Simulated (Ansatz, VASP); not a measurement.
MgO: VASP beside Ansatz

```
Mg O
1.0
     2.96391    0.00000    0.00000
    -1.48195    2.56682    0.00000
     0.00000    0.00000    2.70329
Mg O
1 1
Direct
  0.00000 0.00000 0.00000
  0.33333 0.66667 0.50000
```

Alike in both runs: task single point; functional LDA; k mesh 7 × 7 × 6; no spin polarisation.

|  | VASP | Ansatz |
| --- | --- | --- |
| version | VASP 6.6.1 | Ansatz 0.2.0 |
| potentials or method | VASP PAW LDA potentials, release 64 (Mg, O), cutoff 520 eV | plane waves, PAW |
| occupations | gaussian, width 0.01 eV | fixed |
| valence electrons in the cell | 8 | 16 |

```csv
,VASP,Ansatz,Ansatz less VASP
pressure (GPa),-13.9,-12.3,+1.59
"traceless stress, the component that is largest in VASP (GPa)",-1.54,-1.39,+0.147
```

LDA's correlation is that of Perdew and Zunger in VASP and of Perdew and Wang (1992) in Ansatz. VASP's potentials hold 8 valence electrons a cell and Ansatz's 16, so a difference there can come from the potentials and not from the codes. Ansatz's warnings: stress scf threshold loose.
